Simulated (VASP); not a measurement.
# HfH2 (I4/mmm) in VASP: further runs

HfH2 is run at these levels: PBEsol; tasks: single point.

All numbers are computed with VASP 6.6.1; they aren't measurements. Logs are shortened: lines on timing, memory, paths and dates and some standing lists are left out, and cuts for length are marked.

### 1 The cell of the first run

Symmetry: I4/mmm, No. 139, tetragonal system. Conventional cell: a = 3.368 Å, b = 3.368 Å, c = 3.945 Å, α = 90.00°, β = 90.00°, γ = 90.00°. Within 2.6 Å of Hf (site symmetry 4/mmm) lie 8 H at 1.95 Å. H (site symmetry -4m2) has 4 Hf at 1.95 Å and 6 H at 1.97 to 2.38 Å within 2.6 Å.

### 2 Single point, PBEsol (volume scaled by 0.88, then relaxed in part)

Input file INCAR:

```
ALGO = Normal
EDIFF = 1E-6
ENCUT = 520
GGA = PS
ISIF = 2
ISMEAR = 0
LASPH = T
LCHARG = F
LREAL = F
LWAVE = F
NBANDS = 13
NELM = 100
PREC = Accurate
SIGMA = 0.1
```

Input file KPOINTS:

```
k-points
0
Gamma
  16 16 16
```

Input file POSCAR:

```
HfH2
1.0
   -1.6841198172      1.6841198172      1.9724102871
    1.6841198172     -1.6841198172      1.9724102871
    1.6841198172      1.6841198172     -1.9724102871
Hf H
1 2
Direct
    0.0000000000      0.0000000000      0.0000000000
    0.7500000000      0.2500000000      0.5000000000
    0.2500000000      0.7500000000      0.5000000000
```

Potentials or basis: VASP PAW PBE potentials, release 64 (Hf_pv, H).

Started as:

```console
cat potpaw_PBE.64/Hf_pv/POTCAR potpaw_PBE.64/H/POTCAR > POTCAR
mpirun -np 1 vasp_std > vasp.out
```

OUTCAR:

```text
EDIFF = 1E-6
   ENCUT = 520
   GGA = PS
   ISIF = 2
   ISMEAR = 0
   LASPH = T
   LREAL = F
   NELM = 100
   PREC = Accurate

 ion  position               nearest neighbor table
   1  0.000  0.000  0.000-   2 1.95   3 1.95   2 1.95   3 1.95   2 1.95   3 1.95   2 1.95   3 1.95

   2  0.750  0.250  0.500-   1 1.95   1 1.95   1 1.95   1 1.95
   3  0.250  0.750  0.500-   1 1.95   1 1.95   1 1.95   1 1.95

  LATTYP: Found a body centered tetragonal cell.
 ALAT       =     3.3682396344
 C/A-ratio  =     1.1711816861

  Lattice vectors:

 A1 = (  -1.6841198172,   1.6841198172,   1.9724102871)
 A2 = (   1.6841198172,  -1.6841198172,   1.9724102871)
 A3 = (   1.6841198172,   1.6841198172,  -1.9724102871)

Analysis of symmetry for initial positions (statically):
=====================================================================
 Subroutine PRICEL returns:
 Original cell was already a primitive cell.

 Routine SETGRP: Setting up the symmetry group for a
 body centered tetragonal supercell.

 Subroutine GETGRP returns: Found 16 space group operations
 (whereof 16 operations were pure point group operations)
 out of a pool of 16 trial point group operations.

The static configuration has the point symmetry D_4h.

Analysis of symmetry for dynamics (positions and initial velocities):
=====================================================================
 Subroutine PRICEL returns:
 Original cell was already a primitive cell.

 Routine SETGRP: Setting up the symmetry group for a
 body centered tetragonal supercell.

 Subroutine GETGRP returns: Found 16 space group operations
 (whereof 16 operations were pure point group operations)
 out of a pool of 16 trial point group operations.

The dynamic configuration has the point symmetry D_4h.

 Subroutine INISYM returns: Found 16 space group operations
 (whereof 16 operations are pure point group operations),
 and found     1 'primitive' translations

----------------------------------------------------------------------------------------

                                     Primitive cell

  volume of cell :      22.3771

  direct lattice vectors                    reciprocal lattice vectors
    -1.684119817  1.684119817  1.972410287     0.000000000  0.296890990  0.253496954
     1.684119817 -1.684119817  1.972410287     0.296890990  0.000000000  0.253496954
     1.684119817  1.684119817 -1.972410287     0.296890990  0.296890990  0.000000000

  length of vectors
     3.092397364  3.092397364  3.092397364     0.390390786  0.390390786  0.419867265

  position of ions in fractional coordinates (direct lattice)
     0.000000000  0.000000000  0.000000000
     0.750000000  0.250000000  0.500000000
     0.250000000  0.750000000  0.500000000

  ion indices of the primitive-cell ions
   primitive index   ion index
                 1           1
                 2           2
                 3           3

----------------------------------------------------------------------------------------

 KPOINTS: k-points

Automatic generation of k-mesh.
 Grid dimensions read from file:
 generate k-points for:   16   16   16

 Generating k-lattice:

  Cartesian coordinates                     Fractional coordinates (reciprocal lattice)
     0.000000000  0.018555687  0.015843560     0.062500000  0.000000000 -0.000000000
     0.018555687  0.000000000  0.015843560     0.000000000  0.062500000 -0.000000000
     0.018555687  0.018555687  0.000000000     0.000000000  0.000000000  0.062500000

  Length of vectors
     0.024399424  0.024399424  0.026241704

  Shift w.r.t. Gamma in fractional coordinates (k-lattice)
     0.000000000  0.000000000  0.000000000

 Subroutine IBZKPT returns following result:
 ===========================================

 Found    349 irreducible k-points:

 Following reciprocal coordinates:
            Coordinates               Weight
  0.000000  0.000000  0.000000      1.000000
  0.062500  0.000000 -0.000000      8.000000
  0.125000  0.000000 -0.000000      8.000000
  0.187500  0.000000 -0.000000      8.000000
  0.250000  0.000000 -0.000000      8.000000
  0.312500  0.000000 -0.000000      8.000000
[... 16 lines left out ...]
 -0.125000  0.062500  0.000000     16.000000
 -0.062500  0.062500  0.000000      4.000000
 [... further k-points ...]
   k-points           NKPTS =    349   k-points in BZ     NKDIM =    349   number of bands    NBANDS=     13
   number of dos      NEDOS =    301   number of ions     NIONS =      3
   total plane-waves  NPLWV =  13824
   dimension x,y,z NGX =    24 NGY =   24 NGZ =   24
   dimension x,y,z NGXF=    48 NGYF=   48 NGZF=   48
   ions per type =               1   2
   NGX,Y,Z   is equivalent  to a cutoff of  12.90, 12.90, 12.90 a.u.
   NGXF,Y,Z  is equivalent  to a cutoff of  25.80, 25.80, 25.80 a.u.
 SYSTEM =  unknown system
   PREC   = accura    normal or accurate (medium, high low for compatibility)
   ISTART =      0    job   : 0-new  1-cont  2-samecut
   ICHARG =      2    charge: 1-file 2-atom 10-const
   ISPIN  =      1    spin polarized calculation?
   LNONCOLLINEAR =      F non collinear calculations
   LSORBIT =      F    spin-orbit coupling
   LASPH  =      T    aspherical Exc in radial PAW
   ENCUT  =  520.0 eV  38.22 Ry    6.18 a.u.   5.75  5.75  5.75*2*pi/ulx,y,z
   NELM   =    100;   NELMIN=  2; NELMDL= -5     # of ELM steps
   EDIFF  = 0.1E-05   stopping-criterion for ELM
   LREAL  =      F    real-space projection
   EDIFFG = 0.1E-04   stopping-criterion for IOM
   NSW    =      0    number of steps for IOM
   IBRION =     -1    ionic relax: 0-MD 1-quasi-New 2-CG
   NFREE  =      0    steps in history (QN), initial steepest desc. (CG)
   ISIF   =      2    stress and relaxation
   ISYM   =      2    0-nonsym 1-usesym 2-fastsym
   POTIM  = 0.5000    time-step for ionic-motion
   TEBEG  =    0.0;   TEEND  =   0.0 temperature during run
   PSTRESS=    0.0 pullay stress
   NELECT =      12.0000    total number of electrons
   NUPDOWN=      -1.0000    fix difference up-down
   EMIN   =  10.00;   EMAX   =-10.00  energy-range for DOS
   EFERMI =   0.00;   METHOD = LEGACY
   ISMEAR =     0;   SIGMA  =   0.10  broadening in eV -4-tet -1-fermi 0-gaus
   EFERMI_NEDOS =   21; number of points for ismear=-14 and -15
   IALGO  =     38    algorithm
   IMIX   =      4    mixing-type and parameters
     AMIX     =   0.40;   BMIX     =  1.00
     AMIX_MAG =   1.60;   BMIX_MAG =  1.00
  volume/ion in A,a.u.               =       7.46        50.34
  Fermi-wavevector in a.u.,A,eV,Ry     =   1.330049  2.513427 24.069104  1.769029
  Thomas-Fermi vector in A             =   2.459165
   LORBIT       =      0    0 simple, 1 ext, 2 COOP (PROOUT), +10 PAW based schemes
   GGA     = PS    functional components
   LHFCALC =     F    Hartree Fock is set to
   AEXX    =    0.0000 exact exchange contribution
   IVDW    =     0    specifies the selected vdW correction
   LEPSILON=     F    determine dielectric tensor
   LRPA    =     F    only Hartree local field effects (RPA)
 non-spin polarized calculation
 Gauss-broadening in eV      SIGMA  =   0.10
  energy-cutoff  :      520.00
  volume of cell :       22.38
 maximum number of plane-waves:       616
   NGX = 11   NGY = 11   NGZ = 11

 number of electron      11.9999997 magnetization

 Free energy of the ion-electron system (eV)
  ---------------------------------------------------
  ext. energy  EPLUGINS =         0.00000000
  ---------------------------------------------------
  free energy    TOTEN  =       -18.58768003 eV

  energy without entropy =      -18.58568236  energy(sigma->0) =      -18.58668119

 E-fermi :   6.3182     XC(G=0): -12.3027

 val. band max:        6.3123488622   @ k =  -0.1875  -0.1875   0.1250
 cond. band min:       6.3277403069   @ k =  -0.1875   0.4375   0.1250
 fundamental gap:      0.0153914447
 Fermi energy:         6.3182093007

 k-point     1 :       0.0000    0.0000    0.0000
  band No.  band energies     occupation
      1     -23.9868      2.00000
      2     -23.9868      2.00000
      3     -23.9039      2.00000
      4      -5.8124      2.00000
      5       5.4272      2.00000
      6       5.8314      2.00000
      7       5.8314      2.00000
      8       7.1915      0.00000
      9       8.0227      0.00000
     10      10.0514      0.00000
     11      18.5090      0.00000
     12      18.5090      0.00000
     13      19.4262      0.00000

 k-point     2 :       0.0625    0.0000   -0.0000
  band No.  band energies     occupation
      1     -24.0163      2.00000
      2     -23.9959      2.00000
      3     -23.9180      2.00000
      4      -5.6771      2.00000
      5       4.3641      2.00000
      6       5.8817      2.00000
      7       6.4291      0.11698
      8       7.8638      0.00000
      9       7.9976      0.00000
     10       9.9570      0.00000
     11      18.3180      0.00000
     12      18.7856      0.00000
     13      19.4291      0.00000

 k-point     3 :       0.1250    0.0000   -0.0000
  band No.  band energies     occupation
      1     -24.1232      2.00000
      2     -24.0216      2.00000
      3     -23.9336      2.00000
      4      -5.2901      2.00000
      5       3.1753      2.00000
      6       5.9643      2.00000
      7       6.7810      0.00000
      8       8.0238      0.00000
      9       9.1427      0.00000
     10       9.8924      0.00000
     11      17.5067      0.00000
     12      19.4300      0.00000
     13      19.5751      0.00000

 k-point     4 :       0.1875    0.0000   -0.0000
  band No.  band energies     occupation
      1     -24.2924      2.00000
      2     -24.0600      2.00000
      3     -23.9424      2.00000
      4      -4.7086      2.00000
      5       2.1750      2.00000
      6       5.9209      2.00000
      7       7.1400      0.00000
      8       8.3295      0.00000
      9       9.2816      0.00000
     10      11.0624      0.00000
     11      16.5465      0.00000
     12      19.4212      0.00000
     13      20.7847      0.00000

 k-point     5 :       0.2500    0.0000   -0.0000
  band No.  band energies     occupation
      1     -24.4882      2.00000
      2     -24.1047      2.00000
      3     -23.9492      2.00000
      4      -4.0341      2.00000
      5       1.4423      2.00000
      6       5.7115      2.00000
      7       7.4724      0.00000
      8       9.0137      0.00000
      9       9.2240      0.00000
     10      12.2366      0.00000
     11      16.0523      0.00000
     12      19.2771      0.00000
     13      19.6896      0.00000
[... 257 lines left out ...]
 k-point    22 :      -0.1875    0.0625    0.0000
  band No.  band energies     occupation
      1     -24.2439      2.00000
      2     -24.0398      2.00000
      3     -23.9538      2.00000
      4      -4.8541      2.00000
      5       2.4260      2.00000
      6       6.0992      1.99805
      7       7.2254      0.00000
      8       7.8144      0.00000
      9       9.3665      0.00000
     10      10.4618      0.00000
     11      17.2847      0.00000
     12      19.4237      0.00000
     13      20.0853      0.00000

 k-point    23 :      -0.1250    0.0625    0.0000
  band No.  band energies     occupation
      1     -24.1055      2.00000
      2     -24.0064      2.00000
      3     -23.9372      2.00000
      4      -5.3618      2.00000
      5       3.3326      2.00000
      6       6.1170      1.99556
      7       7.1118      0.00000
      8       7.7230      0.00000
      9       8.6501      0.00000
     10       9.7231      0.00000
     11      18.0503      0.00000
     12      19.1907      0.00000
     13      19.4324      0.00000

 k-point    24 :      -0.0625    0.0625    0.0000
  band No.  band energies     occupation
      1     -24.0305      2.00000
      2     -23.9913      2.00000
      3     -23.9180      2.00000
      4      -5.6498      2.00000
      5       4.1769      2.00000
      6       5.9805      2.00000
      7       7.2487      0.00000
      8       7.2501      0.00000
      9       7.8769      0.00000
     10       9.8625      0.00000
     11      18.4099      0.00000
     12      18.6819      0.00000
     13      19.4314      0.00000

 [... further k-points ...]
[... 5 lines left out ...]
  --------------------------------------------------------------------------------------
  -------------------------------------------------------------------------------------
  Total        3.3548478      3.3548478      3.3547645      0.0000000     -0.0000000     -0.0000000
  in kB      240.2039712    240.2039712    240.1980034      0.0000000     -0.0000000     -0.0000000
  external PRESSURE =     240.2019819 kB  Pullay stress =       0.0000000 kB

 VOLUME and BASIS-vectors are now :
 -----------------------------------------------------------------------------
  energy-cutoff  :      520.00
  volume of cell :       22.38
      direct lattice vectors                 reciprocal lattice vectors
    -1.684119817  1.684119817  1.972410287     0.000000000  0.296890990  0.253496954
     1.684119817 -1.684119817  1.972410287     0.296890990  0.000000000  0.253496954
     1.684119817  1.684119817 -1.972410287     0.296890990  0.296890990  0.000000000

 POSITION                                       TOTAL-FORCE (eV/Angst)
 -----------------------------------------------------------------------------------
      0.00000      0.00000      0.00000        -0.000000      0.000000     -0.000000
      0.00000      1.68412      0.98621         0.000000     -0.000000      0.000000
      1.68412      0.00000      0.98621        -0.000000      0.000000      0.000000
 -----------------------------------------------------------------------------------
    total drift:                                0.000000      0.000000      0.000000

  FREE ENERGIE OF THE ION-ELECTRON SYSTEM (eV)
  ---------------------------------------------------
  free  energy   TOTEN  =       -18.5876800253 eV

  energy  without entropy=      -18.5856823609  energy(sigma->0) =      -18.58668119
```

It took 27 s on 1 thread of Intel Xeon 6975P-C (Granite Rapids), shared host; peak memory 0.22 GiB.

What came out:

* Free energy: -18.5877 eV
* Pressure: 24.0 GPa
* Band gap on the k mesh: zero (band 6 reaches 7.09 eV, above the bottom of band 7 at 5.78 eV)

Caveat: the PAW data sets were made with another functional, which shifts forces and pressure a little; spin-orbit coupling is left out, which moves the levels of the heavy elements.

### 3 Single point, PBEsol (volume scaled by 0.91, then relaxed in part)

Input file INCAR:

```
PREC     = Accurate       # precision mode
ENCUT    = 520            # plane-wave cutoff, eV
EDIFF    = 1E-7           # SCF threshold, eV
ISMEAR   = 0              # smearing method
SIGMA    = 0.1            # smearing width, eV
LREAL    = False          # projectors in reciprocal space
LASPH    = True           # aspherical terms in the spheres
NELM     = 100            # most SCF steps
ALGO     = Normal         # electronic algorithm
ISIF     = 2              # what is computed and relaxed
LWAVE    = False          # write WAVECAR
LCHARG   = False          # write CHGCAR
GGA      = PS             # functional
NBANDS   = 13             # bands
```

Input file KPOINTS:

```
Automatic mesh
0
Gamma
  16 16 16
```

Input file POSCAR:

```
HfH2
1.0
   -1.6969634873      1.6969634873      2.0088936953
    1.6969634873     -1.6969634873      2.0088936953
    1.6969634873      1.6969634873     -2.0088936953
Hf H
1 2
Direct
    0.0000000000      0.0000000000      0.0000000000
    0.7500000000      0.2500000000      0.5000000000
    0.2500000000      0.7500000000      0.5000000000
```

Potentials or basis: VASP PAW PBE potentials, release 64 (Hf_pv, H).

Started as:

```console
cat potpaw_PBE.64/Hf_pv/POTCAR potpaw_PBE.64/H/POTCAR > POTCAR
mpirun -np 1 vasp_std > vasp.out
```

Run time: 34 s. Hardware: 1 thread of Intel Xeon 6975P-C (Granite Rapids), shared host; peak memory 0.22 GiB.

The run converged. Its results:

| Quantity | Value |
| --- | --- |
| Free energy | -18.6844 eV |
| Pressure | 16.4 GPa |
| Band gap on the k mesh | zero (band 6 reaches 6.84 eV, above the bottom of band 7 at 5.55 eV) |

Stress tensor (GPa, compression positive):
```
16.33  0.00  0.00
 0.00 16.33  0.00
 0.00  0.00 16.50
```

Levels at points of the mesh, in eV from the Fermi level:
| k point | band 3 | band 4 | band 5 | band 6 | band 7 | band 8 | band 9 | band 10 |
| --- | --- | --- | --- | --- | --- | --- | --- | --- |
| (0.00, 0.00, 0.00) | -30.36 | -11.96 | -0.97 | -0.49 | -0.49 | 0.76 | 1.72 | 3.63 |
| (0.50, 0.00, 0.00) | -30.42 | -8.96 | -5.02 | -1.23 | 1.15 | 4.15 | 4.83 | 5.98 |
| (0.50, 0.50, 0.00) | -30.55 | -6.86 | -5.81 | -4.63 | 4.29 | 4.47 | 6.45 | 7.08 |
| (0.50, 0.50, 0.50) | -30.89 | -8.66 | -4.25 | -3.52 | 5.47 | 5.53 | 5.53 | 6.06 |

Caveat: the PAW data sets were made with another functional, which shifts forces and pressure a little; spin-orbit coupling is left out, which moves the levels of the heavy elements.
